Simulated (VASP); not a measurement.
# Ca (Fm-3m) in VASP: notebook, part 2 of 2

VASP 6.6.1.

## (4) Single point, r2SCAN

This run uses another cell than the first one, of 43.21 Å³/atom, 0.984 times its volume.

File POSCAR:

```
Ca
1.0
    0.0000000000      2.7851153762      2.7851153762
    2.7851153762      0.0000000000      2.7851153762
    2.7851153762      2.7851153762      0.0000000000
Ca
1
Direct
    0.0000000000      0.0000000000      0.0000000000
```

File INCAR.step1:

```
SYSTEM = Ca
PREC = Accurate ; ENCUT = 520
ISMEAR = -1 ; SIGMA = 0.15
LREAL = .FALSE. ; LASPH = .TRUE.
NELM = 80 ; NBANDS = 11
GGA = PE ; ALGO = Normal
EDIFF = 1E-4 ; LWAVE = .TRUE.
LCHARG = .FALSE.
```

File INCAR.step2:

```
SYSTEM = Ca
PREC = Accurate ; ENCUT = 520
EDIFF = 1E-7 ; ISMEAR = -1
SIGMA = 0.15 ; LREAL = .FALSE.
LASPH = .TRUE. ; NELM = 80
ALGO = Normal ; ISIF = 2
LWAVE = .FALSE. ; LCHARG = .TRUE.
METAGGA = R2SCAN ; LMIXTAU = .TRUE.
LELF = .TRUE. ; LVHAR = .TRUE.
NBANDS = 11 ; ISTART = 1
```

File KPOINTS:

```
Automatic mesh
0
G
  18 18 18
  0 0 0
```

Potentials or basis: VASP PAW PBE potentials, release 64 (Ca_sv).

Launch:

```bash
> cat potpaw_PBE.64/Ca_sv/POTCAR > POTCAR
> cp INCAR.step1 INCAR
> mpirun -np 1 vasp_std > vasp.out
> cp INCAR.step2 INCAR
> mpirun -np 1 vasp_std > vasp.out
```

OUTCAR:

```text
SYSTEM = Ca
   PREC = Accurate
   ENCUT = 520
   EDIFF = 1E-7
   ISMEAR = -1
   LREAL = .FALSE.
   LASPH = .TRUE.
   NELM = 80
   ISIF = 2
   METAGGA = R2SCAN
   ISTART = 1

 ion  position               nearest neighbor table
   1  0.000  0.000  0.000-

  LATTYP: Found a face centered cubic cell.
 ALAT       =     5.5702307524

  Lattice vectors:

 A1 = (   0.0000000000,   2.7851153762,   2.7851153762)
 A2 = (   2.7851153762,   0.0000000000,   2.7851153762)
 A3 = (   2.7851153762,   2.7851153762,   0.0000000000)

Analysis of symmetry for initial positions (statically):
[... 5 lines left out ...]
 face centered cubic supercell.

 Subroutine GETGRP returns: Found 48 space group operations
 (whereof 48 operations were pure point group operations)
 out of a pool of 48 trial point group operations.

The static configuration has the point symmetry O_h .

Analysis of symmetry for dynamics (positions and initial velocities):
[... 5 lines left out ...]
 face centered cubic supercell.

 Subroutine GETGRP returns: Found 48 space group operations
 (whereof 48 operations were pure point group operations)
 out of a pool of 48 trial point group operations.

[... 144 lines left out ...]
  energy without entropy =       -6.99330931  energy(sigma->0) =       -7.03323051

 E-fermi :   1.9133     XC(G=0):  -8.1409

 val. band max:        1.9019785041   @ k =  -0.3889   0.1667   0.0556
 cond. band min:       1.9277023783   @ k =  -0.3889   0.3889   0.0000
 fundamental gap:      0.0257238742
 Fermi energy:         1.9132938750

 k-point     1 :       0.0000    0.0000    0.0000
  band No.  band energies     occupation
      1     -41.9103      2.00000
      2     -21.9425      2.00000
      3     -21.9425      2.00000
      4     -21.9425      2.00000
      5      -2.3405      2.00000
      6       4.5884      0.00000
      7       4.5884      0.00000
      8       4.5884      0.00000
      9       5.6944      0.00000
     10       5.6944      0.00000
     11      11.4092      0.00000
[... 309 lines left out ...]
 k-point    24 :      -0.2222    0.0556    0.0000
  band No.  band energies     occupation
      1     -41.9039      2.00000
      2     -22.0070      2.00000
      3     -21.9555      2.00000
      4     -21.9498      2.00000
      5      -1.3053      2.00000
      6       3.5944      0.00003
      7       4.6584      0.00000
      8       4.7832      0.00000
      9       5.5120      0.00000
     10       5.8325      0.00000
     11       9.8688      0.00000

 [... further k-points ...]
[... 5 lines left out ...]
  --------------------------------------------------------------------------------------
  -------------------------------------------------------------------------------------
  Total        0.0126362      0.0126362      0.0126362      0.0000000      0.0000000      0.0000000
  in kB        0.4685634      0.4685634      0.4685634      0.0000000      0.0000000      0.0000000
  external PRESSURE =       0.4685634 kB  Pullay stress =       0.0000000 kB

 VOLUME and BASIS-vectors are now :
 -----------------------------------------------------------------------------
  energy-cutoff  :      520.00
  volume of cell :       43.21
      direct lattice vectors                 reciprocal lattice vectors
     0.000000000  2.785115376  2.785115376    -0.179525776  0.179525776  0.179525776
     2.785115376  0.000000000  2.785115376     0.179525776 -0.179525776  0.179525776
     2.785115376  2.785115376  0.000000000     0.179525776  0.179525776 -0.179525776

 POSITION                                       TOTAL-FORCE (eV/Angst)
 -----------------------------------------------------------------------------------
      0.00000      0.00000      0.00000        -0.000000      0.000000     -0.000000
 -----------------------------------------------------------------------------------
    total drift:                               -0.000000     -0.000000     -0.000000

  FREE ENERGIE OF THE ION-ELECTRON SYSTEM (eV)
  ---------------------------------------------------
  free  energy   TOTEN  =        -7.0731517123 eV

  energy  without entropy=       -6.9933093114  energy(sigma->0) =       -7.03323051
```

OUTCAR.step1:

```text
SYSTEM = Ca
   PREC = Accurate
   ENCUT = 520
   ISMEAR = -1
   LREAL = .FALSE.
   LASPH = .TRUE.
[... 555 lines left out ...]
 -----------------------------------------------------------------------------------
      0.00000      0.00000      0.00000         0.000000     -0.000000     -0.000000
 -----------------------------------------------------------------------------------
    total drift:                               -0.000000     -0.000000     -0.000000

  FREE ENERGIE OF THE ION-ELECTRON SYSTEM (eV)
  ---------------------------------------------------
  free  energy   TOTEN  =        -1.9749002017 eV

  energy  without entropy=       -1.8848872908  energy(sigma->0) =       -1.92989375
```

OSZICAR.step1:

```text
N       E                     dE             d eps       ncg     rms          rms(c)
DAV:   1     0.674986080611E+02    0.67499E+02   -0.50416E+03  4298   0.825E+02
DAV:   2    -0.368857215012E+00   -0.67867E+02   -0.67238E+02  4707   0.210E+02
DAV:   3    -0.191371164496E+01   -0.15449E+01   -0.15239E+01  6426   0.309E+01
DAV:   4    -0.198316709797E+01   -0.69455E-01   -0.69195E-01  5586   0.496E+00
DAV:   5    -0.198447042576E+01   -0.13033E-02   -0.13030E-02  6036   0.594E-01    0.223E+00
DAV:   6    -0.197694745841E+01    0.75230E-02   -0.12097E-02  5367   0.118E+00    0.137E+00
DAV:   7    -0.197537003740E+01    0.15774E-02   -0.17749E-02  4997   0.154E+00    0.104E-01
DAV:   8    -0.197488775179E+01    0.48229E-03   -0.20673E-03  5046   0.434E-01    0.208E-02
DAV:   9    -0.197490020169E+01   -0.12450E-04   -0.89043E-05  4578   0.791E-02
   1 F= -.19749002E+01 E0= -.19298937E+01  d E =-.900129E-01
```

It took 4.4 min on 1 thread of AMD EPYC 9R45 (Zen 5), shared host; peak memory 0.21 GiB.

What came out:

| Property | Result |
| --- | --- |
| Free energy | -7.0732 eV |
| Pressure | 0.0 GPa |
| Band gap on the k mesh | zero (band 5 reaches 2.15 eV, above the bottom of band 6 at 1.61 eV) |

Levels at points of the mesh, in eV from the Fermi level:
```
           k point  band 3  band 4  band 5  band 6  band 7  band 8
(0.00, 0.00, 0.00)  -23.86  -23.86   -4.25    2.68    2.68    2.68
(0.50, 0.00, 0.00)  -23.87  -23.87   -0.94   -0.31    2.54    2.54
(0.50, 0.50, 0.00)  -23.90  -23.90   -0.39    0.77    0.89    4.47
```

Caveat: the PAW data sets were made with another functional, which shifts forces and pressure a little.

## (5) Overview

```csv
cell,k mesh,smearing,gap on the mesh (eV),pressure (GPa)
"a = 3.961 Å, angles 60.0°, 1 atom",6 × 6 × 6,gaussian 0.1 eV,none,-0.4
"a = 3.937 Å, angles 60.0°, 1 atom",18 × 18 × 18,gaussian 0.1 eV,none,0.0
"a = 3.939 Å, angles 60.0°, 1 atom",18 × 18 × 18,fermi-dirac 0.15 eV,none,0.0
```

Alike in all rows: task single point; level r2SCAN; potentials or basis VASP PAW PBE potentials, release 64 (Ca_sv); no spin polarisation; cutoff (eV) 520.

Caveats: the PAW data sets were made with another functional, which shifts forces and pressure a little.

Total energies depend on the potentials used, so only differences within one code and one set of settings carry meaning.
